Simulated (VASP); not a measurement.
# SnSe2 in VASP: a series of runs

Runs on SnSe2. Level: r2SCAN. Tasks: single point.

Program: VASP 6.6.1. These are calculated values, not measurements. Logs are shortened: lines on timing, memory, paths and dates and some standing lists are left out, and cuts for length are marked.

## Step 1: The cell of the first run

The structure is monoclinic, space group C2/m (No. 12). The conventional cell has a = 6.685 Å, b = 3.764 Å, c = 6.557 Å, α = 90.00°, β = 90.00°, γ = 90.00°. Within 3.6 Å of Sn (site symmetry 2/m) lie 6 Se at 2.70 to 2.73 Å. Se (site symmetry m) has 3 Sn at 2.70 to 2.73 Å within 3.6 Å.

## Step 2: Single point, r2SCAN (uniaxial strain along a: -2.0 %)

POSCAR

```
SnSe2
1.0
    3.7637491016      0.0000000000      0.0000000000
   -1.8818745508      3.3426529052      0.0000000000
    0.0000000000      0.0000000000      6.5572550188
Sn Se
1 2
Direct
    0.0000000000      0.0000000000      0.0000000000
    0.6666666667      0.3333333333      0.7587693369
    0.3333333333      0.6666666667      0.2412306631
```

INCAR.step1

```
SYSTEM = SnSe2
PREC = Accurate ; ENCUT = 520
ISMEAR = 0 ; SIGMA = 0.02
LREAL = .False. ; LASPH = .True.
NELM = 80 ; NBANDS = 20
GGA = PE ; ALGO = Normal
EDIFF = 1E-4 ; LWAVE = .True.
LCHARG = .False.
```

INCAR.step2

```
SYSTEM = SnSe2
PREC = Accurate ; ENCUT = 520
EDIFF = 1E-6 ; ISMEAR = 0
SIGMA = 0.02 ; LREAL = .False.
LASPH = .True. ; NELM = 80
ALGO = Normal ; ISIF = 2
LWAVE = .False. ; LCHARG = .True.
METAGGA = R2SCAN ; LMIXTAU = .True.
LELF = .True. ; LVHAR = .True.
NBANDS = 20 ; ISTART = 1
```

KPOINTS

```
regular mesh
0
Gamma
  12 12 4
  0 0 0
```

Potentials or basis: VASP PAW PBE potentials, release 64 (Sn_d, Se).

Launch:

```
> cat potpaw_PBE.64/Sn_d/POTCAR potpaw_PBE.64/Se/POTCAR > POTCAR
> cp INCAR.step1 INCAR
> mpirun -np 1 vasp_std > vasp.out
> cp INCAR.step2 INCAR
> mpirun -np 1 vasp_std > vasp.out
```

OUTCAR:

```text
SYSTEM = SnSe2
   PREC = Accurate
   ENCUT = 520
   EDIFF = 1E-6
   ISMEAR = 0
   LREAL = .False.
   LASPH = .True.
   NELM = 80
   ISIF = 2
   METAGGA = R2SCAN
   ISTART = 1

 ion  position               nearest neighbor table
   1  0.000  0.000  0.000-   2 2.70   3 2.70   2 2.70   3 2.70   2 2.73   3 2.73
   2  0.667  0.333  0.759-   1 2.70   1 2.70   1 2.73
   3  0.333  0.667  0.241-   1 2.70   1 2.70   1 2.73

  LATTYP: Found a base centered orthorhombic cell.
 ALAT       =     3.7637491016
 B/A-ratio  =     1.7762357771
 C/A-ratio  =     1.7422136391

  Lattice vectors:

 A1 = (   1.8818745508,  -3.3426529052,   0.0000000000)
 A2 = (   1.8818745508,   3.3426529052,   0.0000000000)
 A3 = (   0.0000000000,   0.0000000000,   6.5572550188)

Analysis of symmetry for initial positions (statically):
=====================================================================
 Subroutine PRICEL returns:
 Original cell was already a primitive cell.

 Routine SETGRP: Setting up the symmetry group for a
 base centered orthorhombic supercell.

 Subroutine GETGRP returns: Found  4 space group operations
 (whereof  4 operations were pure point group operations)
 out of a pool of  8 trial point group operations.

The static configuration has the point symmetry C_2h.

Analysis of symmetry for dynamics (positions and initial velocities):
=====================================================================
 Subroutine PRICEL returns:
 Original cell was already a primitive cell.

 Routine SETGRP: Setting up the symmetry group for a
 base centered orthorhombic supercell.

 Subroutine GETGRP returns: Found  4 space group operations
 (whereof  4 operations were pure point group operations)
 out of a pool of  8 trial point group operations.

The dynamic configuration has the point symmetry C_2h.

 Subroutine INISYM returns: Found  4 space group operations
 (whereof  4 operations are pure point group operations),
 and found     1 'primitive' translations

----------------------------------------------------------------------------------------

                                     Primitive cell

  volume of cell :      82.4962

  direct lattice vectors                    reciprocal lattice vectors
     3.763749102  0.000000000  0.000000000     0.265692524  0.149581789  0.000000000
    -1.881874551  3.342652905  0.000000000     0.000000000  0.299163577  0.000000000
     0.000000000  0.000000000  6.557255019     0.000000000  0.000000000  0.152502838

  length of vectors
     3.763749102  3.835984915  6.557255019     0.304905279  0.299163577  0.152502838

  position of ions in fractional coordinates (direct lattice)
     0.000000000  0.000000000  0.000000000
     0.666666667  0.333333333  0.758769337
     0.333333333  0.666666667  0.241230663

  ion indices of the primitive-cell ions
   primitive index   ion index
                 1           1
                 2           2
                 3           3

----------------------------------------------------------------------------------------

 KPOINTS: regular mesh

Automatic generation of k-mesh.
 Grid dimensions read from file:
 generate k-points for:   12   12    4

 Generating k-lattice:

  Cartesian coordinates                     Fractional coordinates (reciprocal lattice)
     0.022141044  0.012465149  0.000000000     0.083333333  0.000000000  0.000000000
     0.000000000  0.024930298  0.000000000     0.000000000  0.083333333  0.000000000
     0.000000000  0.000000000  0.038125710     0.000000000  0.000000000  0.250000000

  Length of vectors
     0.025408773  0.024930298  0.038125710

  Shift w.r.t. Gamma in fractional coordinates (k-lattice)
     0.000000000  0.000000000  0.000000000

 Subroutine IBZKPT returns following result:
 ===========================================

 Found    164 irreducible k-points:

 Following reciprocal coordinates:
            Coordinates               Weight
  0.000000  0.000000  0.000000      1.000000
  0.083333  0.000000  0.000000      4.000000
  0.166667  0.000000  0.000000      4.000000
  0.250000 -0.000000  0.000000      4.000000
  0.333333  0.000000  0.000000      4.000000
  0.416667  0.000000  0.000000      4.000000
[... 16 lines left out ...]
  0.333333  0.166667  0.000000      4.000000
  0.416667  0.166667  0.000000      4.000000
 [... further k-points ...]
   k-points           NKPTS =    164   k-points in BZ     NKDIM =    164   number of bands    NBANDS=     20
   number of dos      NEDOS =    301   number of ions     NIONS =      3
   total plane-waves  NPLWV =  42000
   dimension x,y,z NGX =    28 NGY =   30 NGZ =   50
   dimension x,y,z NGXF=    56 NGYF=   60 NGZF=  100
   ions per type =               1   2
   NGX,Y,Z   is equivalent  to a cutoff of  12.37, 13.00, 12.68 a.u.
   NGXF,Y,Z  is equivalent  to a cutoff of  24.74, 26.00, 25.35 a.u.
 SYSTEM =  SnSe2
   PREC   = accura    normal or accurate (medium, high low for compatibility)
   ISTART =      1    job   : 0-new  1-cont  2-samecut
   ICHARG =      0    charge: 1-file 2-atom 10-const
   ISPIN  =      1    spin polarized calculation?
   LNONCOLLINEAR =      F non collinear calculations
   LSORBIT =      F    spin-orbit coupling
   LASPH  =      T    aspherical Exc in radial PAW
   ENCUT  =  520.0 eV  38.22 Ry    6.18 a.u.   7.00  7.13 12.19*2*pi/ulx,y,z
   NELM   =     80;   NELMIN=  2; NELMDL=  0     # of ELM steps
   EDIFF  = 0.1E-05   stopping-criterion for ELM
   LREAL  =      F    real-space projection
   EDIFFG = 0.1E-04   stopping-criterion for IOM
   NSW    =      0    number of steps for IOM
   IBRION =     -1    ionic relax: 0-MD 1-quasi-New 2-CG
   NFREE  =      0    steps in history (QN), initial steepest desc. (CG)
   ISIF   =      2    stress and relaxation
   ISYM   =      2    0-nonsym 1-usesym 2-fastsym
   POTIM  = 0.5000    time-step for ionic-motion
   TEBEG  =    0.0;   TEEND  =   0.0 temperature during run
   PSTRESS=    0.0 pullay stress
   NELECT =      26.0000    total number of electrons
   NUPDOWN=      -1.0000    fix difference up-down
   EMIN   =  10.00;   EMAX   =-10.00  energy-range for DOS
   EFERMI =   0.00;   METHOD = LEGACY
   ISMEAR =     0;   SIGMA  =   0.02  broadening in eV -4-tet -1-fermi 0-gaus
   EFERMI_NEDOS =   21; number of points for ismear=-14 and -15
   IALGO  =     38    algorithm
   IMIX   =      4    mixing-type and parameters
     AMIX     =   0.40;   BMIX     =  1.00
     AMIX_MAG =   1.60;   BMIX_MAG =  1.00
  volume/ion in A,a.u.               =      27.50       185.57
  Fermi-wavevector in a.u.,A,eV,Ry     =   1.114093  2.105330 16.887582  1.241202
  Thomas-Fermi vector in A             =   2.250684
   LORBIT       =      0    0 simple, 1 ext, 2 COOP (PROOUT), +10 PAW based schemes
   METAGGA = R2SCAN    functional components
   LHFCALC =     F    Hartree Fock is set to
   AEXX    =    0.0000 exact exchange contribution
   IVDW    =     0    specifies the selected vdW correction
   LEPSILON=     F    determine dielectric tensor
   LRPA    =     F    only Hartree local field effects (RPA)
 non-spin polarized calculation
 Gauss-broadening in eV      SIGMA  =   0.02
  energy-cutoff  :      520.00
  volume of cell :       82.50
 maximum number of plane-waves:      2245
   NGX = 13   NGY = 15   NGZ = 25

 number of electron      25.9999996 magnetization

 Free energy of the ion-electron system (eV)
  ---------------------------------------------------
  ext. energy  EPLUGINS =         0.00000000
  ---------------------------------------------------
  free energy    TOTEN  =       -54.62815735 eV

  energy without entropy =      -54.62815735  energy(sigma->0) =      -54.62815735

 E-fermi :   3.3006     XC(G=0):  -9.6312

 val. band max:        3.2181747917   @ k =   0.0000  -0.1667   0.2500
 cond. band min:       4.1046909444   @ k =   0.5000  -0.0000   0.5000
 fundamental gap:      0.8865161527
 Fermi energy:         3.3006120254

 k-point     1 :       0.0000    0.0000    0.0000
  band No.  band energies     occupation
      1     -18.6909      2.00000
      2     -18.6807      2.00000
      3     -18.6262      2.00000
      4     -18.6232      2.00000
      5     -18.6162      2.00000
      6     -11.0410      2.00000
[... 12 lines left out ...]
     19      12.5559      0.00000
     20      12.9154      0.00000

 k-point     2 :       0.0833    0.0000    0.0000
  band No.  band energies     occupation
      1     -18.6902      2.00000
      2     -18.6823      2.00000
      3     -18.6252      2.00000
      4     -18.6238      2.00000
      5     -18.6159      2.00000
      6     -10.9691      2.00000
[... 12 lines left out ...]
     19      12.0669      0.00000
     20      12.7697      0.00000

 k-point     3 :       0.1667    0.0000    0.0000
  band No.  band energies     occupation
      1     -18.6977      2.00000
      2     -18.6788      2.00000
      3     -18.6292      2.00000
      4     -18.6185      2.00000
      5     -18.6138      2.00000
      6     -10.7584      2.00000
[... 12 lines left out ...]
     19      12.1357      0.00000
     20      12.8366      0.00000

 k-point     4 :       0.2500   -0.0000    0.0000
  band No.  band energies     occupation
      1     -18.7129      2.00000
      2     -18.6719      2.00000
      3     -18.6347      2.00000
      4     -18.6121      2.00000
      5     -18.6072      2.00000
      6     -10.4261      2.00000
[... 12 lines left out ...]
     19      12.2245      0.00000
     20      12.8347      0.00000

 k-point     5 :       0.3333    0.0000    0.0000
  band No.  band energies     occupation
      1     -18.7291      2.00000
      2     -18.6669      2.00000
      3     -18.6398      2.00000
      4     -18.6053      2.00000
      5     -18.5982      2.00000
      6     -10.0115      2.00000
[... 12 lines left out ...]
     19      12.6662      0.00000
     20      13.2204      0.00000

 k-point     6 :       0.4167    0.0000    0.0000
  band No.  band energies     occupation
      1     -18.7412      2.00000
      2     -18.6646      2.00000
      3     -18.6434      2.00000
      4     -18.5993      2.00000
      5     -18.5911      2.00000
      6      -9.5986      2.00000
[... 12 lines left out ...]
     19      13.0215      0.00000
     20      13.9260      0.00000

 k-point     7 :       0.5000   -0.0000    0.0000
  band No.  band energies     occupation
      1     -18.7457      2.00000
      2     -18.6640      2.00000
      3     -18.6446      2.00000
      4     -18.5970      2.00000
      5     -18.5884      2.00000
      6      -9.3853      2.00000
[... 12 lines left out ...]
     19      13.3776      0.00000
     20      13.8879      0.00000
[... 277 lines left out ...]
 k-point    20 :       0.0833    0.1667    0.0000
  band No.  band energies     occupation
      1     -18.7099      2.00000
      2     -18.6717      2.00000
      3     -18.6255      2.00000
      4     -18.6205      2.00000
      5     -18.6112      2.00000
      6     -10.5728      2.00000
[... 12 lines left out ...]
     19      11.6887      0.00000
     20      12.9726      0.00000

 k-point    21 :       0.1667    0.1667    0.0000
  band No.  band energies     occupation
      1     -18.7159      2.00000
      2     -18.6739      2.00000
      3     -18.6289      2.00000
      4     -18.6178      2.00000
      5     -18.6031      2.00000
      6     -10.2584      2.00000
[... 12 lines left out ...]
     19      11.0006      0.00000
     20      13.3067      0.00000

 k-point    22 :       0.2500    0.1667    0.0000
  band No.  band energies     occupation
      1     -18.7230      2.00000
      2     -18.6763      2.00000
      3     -18.6325      2.00000
      4     -18.6117      2.00000
      5     -18.5966      2.00000
      6      -9.8651      2.00000
[... 12 lines left out ...]
     19      11.5606      0.00000
     20      13.2582      0.00000

 k-point    23 :       0.3333    0.1667    0.0000
  band No.  band energies     occupation
      1     -18.7297      2.00000
      2     -18.6776      2.00000
      3     -18.6356      2.00000
      4     -18.6044      2.00000
      5     -18.5933      2.00000
      6      -9.4704      2.00000
[... 12 lines left out ...]
     19      12.6079      0.00000
     20      13.4085      0.00000

 k-point    24 :       0.4167    0.1667    0.0000
  band No.  band energies     occupation
      1     -18.7332      2.00000
      2     -18.6774      2.00000
      3     -18.6374      2.00000
      4     -18.6020      2.00000
      5     -18.5905      2.00000
      6      -9.2525      2.00000
[... 12 lines left out ...]
     19      12.9858      0.00000
     20      13.7019      0.00000

 [... further k-points ...]
[... 5 lines left out ...]
  --------------------------------------------------------------------------------------
  -------------------------------------------------------------------------------------
  Total        1.1166208      0.0280959      0.0823357      0.0000000     -0.0465649      0.0000000
  in kB       21.6861413      0.5456576      1.5990607      0.0000000     -0.9043467      0.0000000
  external PRESSURE =       7.9436199 kB  Pullay stress =       0.0000000 kB

 VOLUME and BASIS-vectors are now :
 -----------------------------------------------------------------------------
  energy-cutoff  :      520.00
  volume of cell :       82.50
      direct lattice vectors                 reciprocal lattice vectors
     3.763749102  0.000000000  0.000000000     0.265692524  0.149581789  0.000000000
    -1.881874551  3.342652905  0.000000000     0.000000000  0.299163577  0.000000000
     0.000000000  0.000000000  6.557255019     0.000000000  0.000000000  0.152502838

 POSITION                                       TOTAL-FORCE (eV/Angst)
 -----------------------------------------------------------------------------------
      0.00000      0.00000      0.00000         0.000000      0.000000      0.000000
      1.88187      1.11422      4.97544        -0.000000      0.014492     -0.026624
     -0.00000      2.22844      1.58181         0.000000     -0.014492      0.026624
 -----------------------------------------------------------------------------------
    total drift:                               -0.000000      0.000000     -0.000000

  FREE ENERGIE OF THE ION-ELECTRON SYSTEM (eV)
  ---------------------------------------------------
  free  energy   TOTEN  =       -54.6281573487 eV

  energy  without entropy=      -54.6281573487  energy(sigma->0) =      -54.62815735
```

It took 8.2 min on 1 thread of Intel Xeon 6975P-C (Granite Rapids), shared host; peak memory 0.4 GiB.

Results:

* Free energy: -54.6282 eV
* Pressure: 0.8 GPa
* Largest force: 0.030 eV/Å
* Band gap on the k mesh: 0.89 eV (least direct gap 1.46 eV)

Forces on the atoms (eV/Å):
```
Sn   0.000  0.000  0.000
Se   0.000  0.014 -0.027
Se   0.000 -0.014  0.027
```

Caveat: the cell differs from its parent crystal (uniaxial strain along a: -2.0 %); the PAW data sets were made with another functional, which shifts forces and pressure a little; spin-orbit coupling is left out, which moves the levels of the heavy elements. A k mesh can miss the band edges.

## Step 3: Single point, r2SCAN (uniaxial strain along a: +2.0 %)

POSCAR

```
SnSe2
1.0
    3.9173715139      0.0000000000      0.0000000000
   -1.9586857569      3.3093926773      0.0000000000
    0.0000000000      0.0000000000      6.4920087002
Sn Se
1 2
Direct
    0.0000000000      0.0000000000      0.0000000000
    0.6666666667      0.3333333333      0.7587693369
    0.3333333333      0.6666666667      0.2412306631
```

INCAR.step1

```
SYSTEM = SnSe2
PREC = Accurate
ENCUT = 520
ISMEAR = 0
SIGMA = 0.02
LREAL = .False.
LASPH = .True.
NELM = 100
NBANDS = 20
GGA = PE
ALGO = Normal
EDIFF = 1E-4
LWAVE = .True.
LCHARG = .False.
```

INCAR.step2

```
SYSTEM = SnSe2
PREC = Accurate
ENCUT = 520
EDIFF = 1E-6
ISMEAR = 0
SIGMA = 0.02
LREAL = .False.
LASPH = .True.
NELM = 100
ALGO = Normal
ISIF = 2
LWAVE = .False.
LCHARG = .False.
METAGGA = R2SCAN
LMIXTAU = .True.
NBANDS = 20
ISTART = 1
```

KPOINTS

```
Automatic mesh
0
Gamma
  12 12 4
  0 0 0
```

Potentials or basis: VASP PAW PBE potentials, release 64 (Sn_d, Se).

Launch:

```
> cat potpaw_PBE.64/Sn_d/POTCAR potpaw_PBE.64/Se/POTCAR > POTCAR
> cp INCAR.step1 INCAR
> mpirun -np 1 vasp_std > vasp.out
> cp INCAR.step2 INCAR
> mpirun -np 1 vasp_std > vasp.out
```

OUTCAR:

```text
SYSTEM = SnSe2
   PREC = Accurate
   ENCUT = 520
   EDIFF = 1E-6
   ISMEAR = 0
   LREAL = .False.
   LASPH = .True.
   NELM = 100
   ISIF = 2
   METAGGA = R2SCAN
   ISTART = 1

 ion  position               nearest neighbor table
   1  0.000  0.000  0.000-   3 2.71   2 2.71   3 2.74   2 2.74   2 2.74   3 2.74
   2  0.667  0.333  0.759-   1 2.71   1 2.74   1 2.74
   3  0.333  0.667  0.241-   1 2.71   1 2.74   1 2.74

  Warning from LATTYP: Monoclinic adjustment (A1->A3, A2->A1, A3->A2)!
  LATTYP: Found a base centered orthorhombic cell.
 ALAT       =     3.9173715139
[... 742 lines left out ...]
     19      12.5486      0.00000
     20      13.3259      0.00000

 [... further k-points ...]
[... 5 lines left out ...]
  --------------------------------------------------------------------------------------
  -------------------------------------------------------------------------------------
  Total       -0.9158987      0.0129994     -0.0211594      0.0000000      0.0179306      0.0000000
  in kB      -17.4355581      0.2474644     -0.4028030      0.0000000      0.3413363      0.0000000
  external PRESSURE =      -5.8636322 kB  Pullay stress =       0.0000000 kB

 VOLUME and BASIS-vectors are now :
 -----------------------------------------------------------------------------
  energy-cutoff  :      520.00
  volume of cell :       84.16
      direct lattice vectors                 reciprocal lattice vectors
     3.917371514  0.000000000  0.000000000     0.255273210  0.151085123  0.000000000
    -1.958685757  3.309392677  0.000000000     0.000000000  0.302170246  0.000000000
     0.000000000  0.000000000  6.492008700     0.000000000  0.000000000  0.154035530

 POSITION                                       TOTAL-FORCE (eV/Angst)
 -----------------------------------------------------------------------------------
      0.00000      0.00000      0.00000         0.000000      0.000000      0.000000
      1.95869      1.10313      4.92594        -0.000000     -0.006660     -0.000548
     -0.00000      2.20626      1.56607         0.000000      0.006660      0.000548
 -----------------------------------------------------------------------------------
    total drift:                                0.000000     -0.000000      0.000000

  FREE ENERGIE OF THE ION-ELECTRON SYSTEM (eV)
  ---------------------------------------------------
  free  energy   TOTEN  =       -54.6303502459 eV

  energy  without entropy=      -54.6303502459  energy(sigma->0) =      -54.63035025
```

It took 7.7 min on 1 thread of Intel Xeon 6975P-C (Granite Rapids), shared host; peak memory 0.41 GiB.

Results:

```yaml
Free_energy: -54.6304 eV
Pressure: -0.6 GPa
Largest_force: 0.007 eV/Å
Band_gap_on_the_k_mesh: 0.97 eV (least direct gap 1.45 eV)
```

Forces on the atoms (eV/Å):
```
Sn   0.000  0.000  0.000
Se   0.000 -0.007 -0.001
Se   0.000  0.007  0.001
```

Stress tensor (GPa, compression positive):
```
-1.74  0.00  0.00
 0.00  0.02  0.03
 0.00  0.03 -0.04
```

Levels at points of the mesh, in eV from the valence-band top:
```
           k point  band 10  band 11  band 12  band 13  band 14  band 15  band 16  band 17
(0.00, 0.00, 0.00)    -0.54    -0.29    -0.18    -0.16     1.41     3.51     4.89     5.16
(0.50, 0.00, 0.00)    -2.62    -2.33    -0.91    -0.21     1.39     4.43     6.04     6.13
(0.00, 0.50, 0.00)    -2.56    -2.53    -0.88    -0.37     1.17     4.17     5.83     6.07
(0.00, 0.00, 0.50)    -0.67    -0.57    -0.20    -0.09     2.54     3.45     4.72     4.99
(0.50, 0.00, 0.50)    -2.26    -1.93    -0.65    -0.44     1.08     4.80     5.36     6.38
(0.00, 0.50, 0.50)    -2.45    -1.92    -0.68    -0.61     0.98     4.62     5.37     6.41
```

Caveat: the cell differs from its parent crystal (uniaxial strain along a: +2.0 %); the PAW data sets were made with another functional, which shifts forces and pressure a little; spin-orbit coupling is left out, which moves the levels of the heavy elements.

(Continued in part 2 of 2.)
